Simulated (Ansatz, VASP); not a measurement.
AgBr: VASP beside Ansatz

```
Ag Br
1.0
     0.00000    2.92163    2.92163
     2.92163    0.00000    2.92163
     2.92163    2.92163    0.00000
Ag Br
1 1
Direct
  0.00000 0.00000 0.00000
  0.50000 0.50000 0.50000
```

Alike in both runs: functional PBE; k mesh 9 × 9 × 9; occupations fermi-dirac, width 0.02 eV; no spin polarisation.

Ansatz relaxed the structure, and its values are those at the end. VASP's run is a single point on that final structure, the one shown.

|  | VASP | Ansatz |
| --- | --- | --- |
| version | VASP 6.6.1 | Ansatz 0.2.0 |
| potentials or method | VASP PAW PBE potentials, release 64 (Ag, Br) | PAW with Ansatz's default frozen-core files, scalar-relativistic |
| plane-wave cutoff (eV) | 500 | 420 |
| valence electrons in the cell | 18 | 26 |

|  | VASP | Ansatz | Ansatz less VASP |
| --- | --- | --- | --- |
| pressure (GPa) | -0.1 | 0.0 | +0.03 |

VASP's potentials hold 18 valence electrons a cell and Ansatz's 26, so a difference there can come from the potentials and not from the codes.
